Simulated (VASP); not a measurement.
# Si (P6_3/mmc) in VASP: further runs

The runs below take Si through single point, with LDA, PBEsol.

All numbers are computed with VASP 6.6.1; they aren't measurements. Logs are shortened: lines on timing, memory, paths and dates and some standing lists are left out, and cuts for length are marked.

## Step 1: The cell of the first run

It takes space group P6_3/mmc (No. 194, hexagonal). The conventional cell has a = 3.753 Å, b = 3.753 Å, c = 6.203 Å, α = 90.00°, β = 90.00°, γ = 120.00°. Within 3.0 Å of Si (site symmetry 3m) lie 4 Si at 2.30 to 2.32 Å.

## Step 2: Single point, LDA (volume scaled by 0.94)

The input, INCAR:

```
  ALGO = Normal
  EDIFF = 1E-7
  ENCUT = 520
  ISIF = 2
  ISMEAR = -1
  LASPH = T
  LCHARG = F
  LREAL = F
  LWAVE = F
  NBANDS = 16
  NELM = 80
  PREC = Accurate
  SIGMA = 0.05
```

The input, KPOINTS:

```
k-points
0
Gamma
  8 8 4
```

The input, POSCAR:

```
Si
1.0
    3.7531053624      0.0000000000      0.0000000000
   -1.8765526812      3.2502845869      0.0000000000
    0.0000000000      0.0000000000      6.2033485431
Si
4
Direct
    0.6666666667      0.3333333333      0.9369905000
    0.3333333333      0.6666666667      0.4369905000
    0.6666666667      0.3333333333      0.5630095000
    0.3333333333      0.6666666667      0.0630095000
```

Potentials or basis: VASP PAW LDA potentials, release 64 (Si).

The run is started by

```
$ cat potpaw_LDA.64/Si/POTCAR > POTCAR
$ mpirun -np 1 vasp_std > vasp.out
```

OUTCAR:

```text
EDIFF = 1E-7
   ENCUT = 520
   ISIF = 2
   ISMEAR = -1
   LASPH = T
   LREAL = F
   NELM = 80
   PREC = Accurate

 ion  position               nearest neighbor table
   1  0.667  0.333  0.937-   4 2.30   4 2.30   4 2.30   3 2.32
   2  0.333  0.667  0.437-   3 2.30   3 2.30   3 2.30   4 2.32
   3  0.667  0.333  0.563-   2 2.30   2 2.30   2 2.30   1 2.32
   4  0.333  0.667  0.063-   1 2.30   1 2.30   1 2.30   2 2.32

  LATTYP: Found a hexagonal cell.
 ALAT       =     3.7531053624
 C/A-ratio  =     1.6528575524

  Lattice vectors:

 A1 = (   3.7531053624,   0.0000000000,   0.0000000000)
 A2 = (  -1.8765526812,   3.2502845869,   0.0000000000)
 A3 = (   0.0000000000,   0.0000000000,   6.2033485431)

Analysis of symmetry for initial positions (statically):
=====================================================================
 Subroutine PRICEL returns:
 Original cell was already a primitive cell.

 Routine SETGRP: Setting up the symmetry group for a
 hexagonal supercell.

 Subroutine GETGRP returns: Found 24 space group operations
 (whereof 12 operations were pure point group operations)
 out of a pool of 24 trial point group operations.

The static configuration has the point symmetry D_3d.
 The point group associated with its full space group is D_6h.

Analysis of symmetry for dynamics (positions and initial velocities):
=====================================================================
 Subroutine PRICEL returns:
 Original cell was already a primitive cell.

 Routine SETGRP: Setting up the symmetry group for a
 hexagonal supercell.

 Subroutine GETGRP returns: Found 24 space group operations
 (whereof 12 operations were pure point group operations)
 out of a pool of 24 trial point group operations.

The dynamic configuration has the point symmetry D_3d.
 The point group associated with its full space group is D_6h.

 Subroutine INISYM returns: Found 24 space group operations
 (whereof 12 operations are pure point group operations),
 and found     1 'primitive' translations

----------------------------------------------------------------------------------------

                                     Primitive cell

  volume of cell :      75.6725

  direct lattice vectors                    reciprocal lattice vectors
     3.753105362  0.000000000  0.000000000     0.266446024  0.153832683  0.000000000
    -1.876552681  3.250284587  0.000000000     0.000000000  0.307665367  0.000000000
     0.000000000  0.000000000  6.203348543     0.000000000  0.000000000  0.161203259

  length of vectors
     3.753105362  3.753105362  6.203348543     0.307665367  0.307665367  0.161203259

  position of ions in fractional coordinates (direct lattice)
     0.666666667  0.333333333  0.936990500
     0.333333333  0.666666667  0.436990500
     0.666666667  0.333333333  0.563009500
     0.333333333  0.666666667  0.063009500

  ion indices of the primitive-cell ions
   primitive index   ion index
                 1           1
                 2           2
                 3           3
                 4           4

----------------------------------------------------------------------------------------

 KPOINTS: k-points

Automatic generation of k-mesh.
 Grid dimensions read from file:
 generate k-points for:    8    8    4

 Generating k-lattice:

  Cartesian coordinates                     Fractional coordinates (reciprocal lattice)
     0.033305753  0.019229085  0.000000000     0.125000000  0.000000000  0.000000000
     0.000000000  0.038458171  0.000000000     0.000000000  0.125000000  0.000000000
     0.000000000  0.000000000  0.040300815     0.000000000  0.000000000  0.250000000

  Length of vectors
     0.038458171  0.038458171  0.040300815

  Shift w.r.t. Gamma in fractional coordinates (k-lattice)
     0.000000000  0.000000000  0.000000000

 Subroutine IBZKPT returns following result:
 ===========================================

 Found     30 irreducible k-points:

 Following reciprocal coordinates:
            Coordinates               Weight
  0.000000  0.000000  0.000000      1.000000
  0.125000 -0.000000  0.000000      6.000000
  0.250000 -0.000000  0.000000      6.000000
  0.375000 -0.000000  0.000000      6.000000
  0.500000 -0.000000  0.000000      3.000000
  0.125000  0.125000  0.000000      6.000000
[... 16 lines left out ...]
  0.250000 -0.000000  0.500000      6.000000
  0.375000 -0.000000  0.500000      6.000000
 [... further k-points ...]
   k-points           NKPTS =     30   k-points in BZ     NKDIM =     30   number of bands    NBANDS=     16
   number of dos      NEDOS =    301   number of ions     NIONS =      4
   total plane-waves  NPLWV =  37632
   dimension x,y,z NGX =    28 NGY =   28 NGZ =   48
   dimension x,y,z NGXF=    56 NGYF=   56 NGZF=   96
   ions per type =               4
   NGX,Y,Z   is equivalent  to a cutoff of  12.40, 12.40, 12.86 a.u.
   NGXF,Y,Z  is equivalent  to a cutoff of  24.81, 24.81, 25.73 a.u.
 SYSTEM =  unknown system
   PREC   = accura    normal or accurate (medium, high low for compatibility)
   ISTART =      0    job   : 0-new  1-cont  2-samecut
   ICHARG =      2    charge: 1-file 2-atom 10-const
   ISPIN  =      1    spin polarized calculation?
   LNONCOLLINEAR =      F non collinear calculations
   LSORBIT =      F    spin-orbit coupling
   LASPH  =      T    aspherical Exc in radial PAW
   ENCUT  =  520.0 eV  38.22 Ry    6.18 a.u.   6.98  6.98 11.53*2*pi/ulx,y,z
   NELM   =     80;   NELMIN=  2; NELMDL= -5     # of ELM steps
   EDIFF  = 0.1E-06   stopping-criterion for ELM
   LREAL  =      F    real-space projection
   EDIFFG = 0.1E-05   stopping-criterion for IOM
   NSW    =      0    number of steps for IOM
   IBRION =     -1    ionic relax: 0-MD 1-quasi-New 2-CG
   NFREE  =      0    steps in history (QN), initial steepest desc. (CG)
   ISIF   =      2    stress and relaxation
   ISYM   =      2    0-nonsym 1-usesym 2-fastsym
   POTIM  = 0.5000    time-step for ionic-motion
   TEBEG  =    0.0;   TEEND  =   0.0 temperature during run
   PSTRESS=    0.0 pullay stress
   NELECT =      16.0000    total number of electrons
   NUPDOWN=      -1.0000    fix difference up-down
   EMIN   =  10.00;   EMAX   =-10.00  energy-range for DOS
   EFERMI =   0.00;   METHOD = LEGACY
   ISMEAR =    -1;   SIGMA  =   0.05  broadening in eV -4-tet -1-fermi 0-gaus
   EFERMI_NEDOS =   21; number of points for ismear=-14 and -15
   IALGO  =     38    algorithm
   IMIX   =      4    mixing-type and parameters
     AMIX     =   0.40;   BMIX     =  1.00
     AMIX_MAG =   1.60;   BMIX_MAG =  1.00
  volume/ion in A,a.u.               =      18.92       127.67
  Fermi-wavevector in a.u.,A,eV,Ry     =   0.975294  1.843038 12.941830  0.951198
  Thomas-Fermi vector in A             =   2.105822
   LORBIT       =      0    0 simple, 1 ext, 2 COOP (PROOUT), +10 PAW based schemes
   GGA     = CA    functional components
   LHFCALC =     F    Hartree Fock is set to
   AEXX    =    0.0000 exact exchange contribution
   IVDW    =     0    specifies the selected vdW correction
   LEPSILON=     F    determine dielectric tensor
   LRPA    =     F    only Hartree local field effects (RPA)
 non-spin polarized calculation
  energy-cutoff  :      520.00
  volume of cell :       75.67
 maximum number of plane-waves:      2048
 NGX is ok and might be reduce to    28
   NGX = 13   NGY = 13   NGZ = 23

 number of electron      15.9999999 magnetization

 Free energy of the ion-electron system (eV)
  ---------------------------------------------------
  ext. energy  EPLUGINS =         0.00000000
  ---------------------------------------------------
  free energy    TOTEN  =       -23.75706874 eV

  energy without entropy =      -23.75619318  energy(sigma->0) =      -23.75663096

 E-fermi :   6.7213     XC(G=0):  -9.8164

 val. band max:        6.6466303303   @ k =   0.0000   0.0000   0.0000
 cond. band min:       6.8236479123   @ k =   0.5000  -0.0000   0.0000
 fundamental gap:      0.1770175820
 Fermi energy:         6.7212929779

 k-point     1 :       0.0000    0.0000    0.0000
  band No.  band energies     occupation
      1      -6.0066      2.00000
      2      -3.5591      2.00000
      3      -0.9241      2.00000
      4       5.0358      2.00000
      5       5.0358      2.00000
      6       6.2570      1.99981
[... 8 lines left out ...]
     15      10.8328      0.00000
     16      12.4935      0.00000

 k-point     2 :       0.1250   -0.0000    0.0000
  band No.  band energies     occupation
      1      -5.8153      2.00000
      2      -3.3649      2.00000
      3      -0.8108      2.00000
      4       3.6940      2.00000
      5       4.6614      2.00000
      6       5.4448      2.00000
[... 8 lines left out ...]
     15      11.5393      0.00000
     16      12.0275      0.00000

 k-point     3 :       0.2500   -0.0000    0.0000
  band No.  band energies     occupation
      1      -5.2530      2.00000
      2      -2.7922      2.00000
      3      -0.6427      2.00000
      4       1.9237      2.00000
      5       3.4390      2.00000
      6       4.0255      2.00000
[... 8 lines left out ...]
     15      12.6119      0.00000
     16      13.2281      0.00000

 k-point     4 :       0.3750   -0.0000    0.0000
  band No.  band energies     occupation
      1      -4.3817      2.00000
      2      -1.8942      2.00000
      3      -1.2557      2.00000
      4       1.3807      2.00000
      5       1.5721      2.00000
      6       3.5637      2.00000
[... 8 lines left out ...]
     15      13.8190      0.00000
     16      14.2089      0.00000

 k-point     5 :       0.5000   -0.0000    0.0000
  band No.  band energies     occupation
      1      -3.6768      2.00000
      2      -2.0900      2.00000
      3      -1.1438      2.00000
      4       0.4874      2.00000
      5       1.6683      2.00000
      6       3.3902      2.00000
[... 8 lines left out ...]
     15      13.0840      0.00000
     16      14.7214      0.00000

 k-point     6 :       0.1250    0.1250    0.0000
  band No.  band energies     occupation
      1      -5.4379      2.00000
      2      -2.9809      2.00000
      3      -0.6551      2.00000
      4       2.4855      2.00000
      5       3.7696      2.00000
      6       4.1097      2.00000
[... 8 lines left out ...]
     15      11.3589      0.00000
     16      12.2956      0.00000
[... 267 lines left out ...]
 k-point    21 :       0.0000    0.0000    0.5000
  band No.  band energies     occupation
      1      -5.1745      2.00000
      2      -5.1745      2.00000
      3       2.2419      2.00000
      4       2.2419      2.00000
      5       5.6588      2.00000
      6       5.6588      2.00000
[... 8 lines left out ...]
     15      13.8684      0.00000
     16      13.8684      0.00000

 k-point    22 :       0.1250   -0.0000    0.5000
  band No.  band energies     occupation
      1      -4.9847      2.00000
      2      -4.9847      2.00000
      3       2.2597      2.00000
      4       2.2597      2.00000
      5       4.4869      2.00000
      6       4.4869      2.00000
[... 8 lines left out ...]
     15      12.7273      0.00000
     16      12.7273      0.00000

 k-point    23 :       0.2500   -0.0000    0.5000
  band No.  band energies     occupation
      1      -4.4290      2.00000
      2      -4.4290      2.00000
      3       1.6092      2.00000
      4       1.6092      2.00000
      5       3.5231      2.00000
      6       3.5231      2.00000
[... 8 lines left out ...]
     15      12.9257      0.00000
     16      12.9257      0.00000

 k-point    24 :       0.3750   -0.0000    0.5000
  band No.  band energies     occupation
      1      -3.5808      2.00000
      2      -3.5808      2.00000
      3       0.0394      2.00000
      4       0.0394      2.00000
      5       3.8052      2.00000
      6       3.8052      2.00000
[... 8 lines left out ...]
     15      14.5842      0.00000
     16      14.5842      0.00000

 [... further k-points ...]

------------------------ aborting loop because EDIFF is reached ----------------------------------------

  FORCE on cell =-STRESS in cart. coord.  units (eV):
  Direction    XX          YY          ZZ          XY          YZ          ZX
  --------------------------------------------------------------------------------------
  -------------------------------------------------------------------------------------
  Total        1.9814349      1.9814349      2.0344238      0.0000000     -0.0000000      0.0000000
  in kB       41.9519414     41.9519414     43.0738501      0.0000000     -0.0000000      0.0000000
  external PRESSURE =      42.3259110 kB  Pullay stress =       0.0000000 kB

 VOLUME and BASIS-vectors are now :
 -----------------------------------------------------------------------------
  energy-cutoff  :      520.00
  volume of cell :       75.67
      direct lattice vectors                 reciprocal lattice vectors
     3.753105362  0.000000000  0.000000000     0.266446024  0.153832683  0.000000000
    -1.876552681  3.250284587  0.000000000     0.000000000  0.307665367  0.000000000
     0.000000000  0.000000000  6.203348543     0.000000000  0.000000000  0.161203259

 POSITION                                       TOTAL-FORCE (eV/Angst)
 -----------------------------------------------------------------------------------
      1.87655      1.08343      5.81248        -0.000000      0.000000     -0.011851
     -0.00000      2.16686      2.71080         0.000000     -0.000000     -0.011851
      1.87655      1.08343      3.49254        -0.000000      0.000000      0.011851
     -0.00000      2.16686      0.39087         0.000000     -0.000000      0.011851
 -----------------------------------------------------------------------------------
    total drift:                               -0.000000      0.000000     -0.000000

  FREE ENERGIE OF THE ION-ELECTRON SYSTEM (eV)
  ---------------------------------------------------
  free  energy   TOTEN  =       -23.7570687449 eV

  energy  without entropy=      -23.7561931755  energy(sigma->0) =      -23.75663096
```

Run time: 26 s. Hardware: 1 thread of Intel Xeon Platinum 8488C (Sapphire Rapids), shared host; peak memory 0.16 GiB.

What came out:

| Property | Result |
| --- | --- |
| Free energy | -23.7571 eV |
| Pressure | 4.2 GPa |
| Largest force | 0.012 eV/Å |
| Band gap on the k mesh | 0.18 eV, indirect (least direct gap 1.09 eV) |

Forces in eV/Å, atoms in the order of the input:
```
Si   0.000  0.000 -0.012
Si   0.000  0.000 -0.012
Si   0.000  0.000  0.012
Si   0.000  0.000  0.012
```

(Continued in part 2 of 2.)
